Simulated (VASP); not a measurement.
Input of a VASP 6.6.1 run:

File INCAR:

```
SYSTEM = FeO
PREC = Accurate
ENCUT = 520
EDIFF = 1E-6
ISMEAR = 0
SIGMA = 0.05
LREAL = .FALSE.
LASPH = .TRUE.
NELM = 60
ALGO = Normal
ISIF = 2
LWAVE = .FALSE.
LCHARG = .FALSE.
GGA = PE
NBANDS = 14
```

The input KPOINTS:

```
Automatic mesh
0
G
  14 14 14
  0 0 0
```

Contents of POSCAR:

```
FeO
1.0
    0.0000000000      2.0721091853      2.0721091853
    2.0721091853      0.0000000000      2.0721091853
    2.0721091853      2.0721091853      0.0000000000
Fe O
1 1
Direct
    0.0000000000      0.0000000000      0.0000000000
    0.5000000000      0.5000000000      0.5000000000
```

Potentials or basis: VASP PAW PBE potentials, release 64 (Fe, O).

Launch:

```console
$ cat potpaw_PBE.64/Fe/POTCAR potpaw_PBE.64/O/POTCAR > POTCAR
$ mpirun -np 1 vasp_std > vasp.out
```

Task: What does it give for the pressure?

Result: -7.7 GPa.

Task: Predict the band gap on the k mesh.

Result: Zero (band 7 reaches 6.94 eV, above the bottom of band 8 at 5.92 eV).

Caveat: the run has no spin polarisation, though such a crystal can be magnetic; semilocal functionals often make such compounds metallic where correlation or magnetic order opens a gap, which also shifts bond lengths. Spin polarisation is off, so any magnetic state and its effect on volume and gap are missing.
